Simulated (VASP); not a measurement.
Here is a VASP 6.6.1 calculation.

Contents of INCAR:

```
SYSTEM = Li
ALGO = Fast
EDIFF = 1E-7
ENCUT = 520
GGA = PE
ISIF = 2
ISMEAR = 0
LASPH = .True.
LCHARG = .False.
LREAL = .False.
LWAVE = .False.
NBANDS = 14
NELM = 100
PREC = Accurate
SIGMA = 0.2
```

The input KPOINTS:

```
k-points
0
Gamma
  8 4 4
  0 0 0
```

POSCAR

```
Li
1.0
   -1.5296549157      2.6494400321      0.0000000000
    0.0000000000      0.0000000000      4.9876809184
    4.5889647472      2.6494400321      0.0000000000
Li
4
Direct
    0.5000000000      0.2500000000      0.1666666667
    1.0000000000      0.2500000000      0.6666666667
    1.0000000000      0.7500000000      0.3333333333
    0.5000000000      0.7500000000      0.8333333333
```

Potentials or basis: VASP PAW PBE potentials, release 64 (Li_sv).

Launch:

```console
$ cat potpaw_PBE.64/Li_sv/POTCAR > POTCAR
$ mpirun -np 1 vasp_std > vasp.out
```

(1) Predict the band gap on the k mesh.

(2) Estimate the largest force.

Answers

(1) zero (band 6 reaches 1.64 eV, above the bottom of band 7 at -0.80 eV).

(2) 0.008 eV/Å.
